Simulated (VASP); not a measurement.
**TiB2: single point with PBE**

The system is TiB2.

```
Ti B
1.0
     3.02920    0.00000    0.00000
    -1.51460    2.62336    0.00000
     0.00000    0.00000    3.22840
Ti B
1 2
Direct
  0.00000 0.00000 0.00000
  0.33333 0.66667 0.50000
  0.66667 0.33333 0.50000
```

```json
{
  "Program": "VASP 6.6.1",
  "Task": "single point",
  "Functional": "PBE",
  "Potentials or basis": "VASP PAW PBE potentials, release 64 (Ti_sv, B)",
  "Cutoff": "500 eV",
  "k mesh": "10 × 10 × 8",
  "Occupations": "methfessel-paxton, width 0.1 eV",
  "Spin": "no spin polarisation"
}
```

```yaml
Pressure: 0.6 GPa
Band_gap_on_the_k_mesh: zero (band 9 reaches 10.38 eV, above the bottom of band 10 at 9.82 eV)
```

Stress tensor (GPa, compression positive):
```
0.61 0.00 0.00
0.00 0.61 0.00
0.00 0.00 0.48
```

Levels at points of the mesh, in eV from the Fermi level:
```
           k point  band 7  band 8  band 9  band 10  band 11  band 12
(0.00, 0.00, 0.00)   -2.54   -2.27   -2.05     1.95     1.95     3.71
(0.50, 0.00, 0.00)   -3.20   -3.16   -2.20     1.40     2.79     3.27
(0.00, 0.00, 0.50)   -0.49   -0.49   -0.12    -0.12     0.49     0.49
(0.50, 0.00, 0.50)   -4.58   -3.76   -3.09     2.54     2.97     4.52
```

It took 14 s on 1 thread of Intel(R) Xeon(R) Platinum 8559C (Emerald Rapids), on a shared host, peak memory 0.15 GiB.
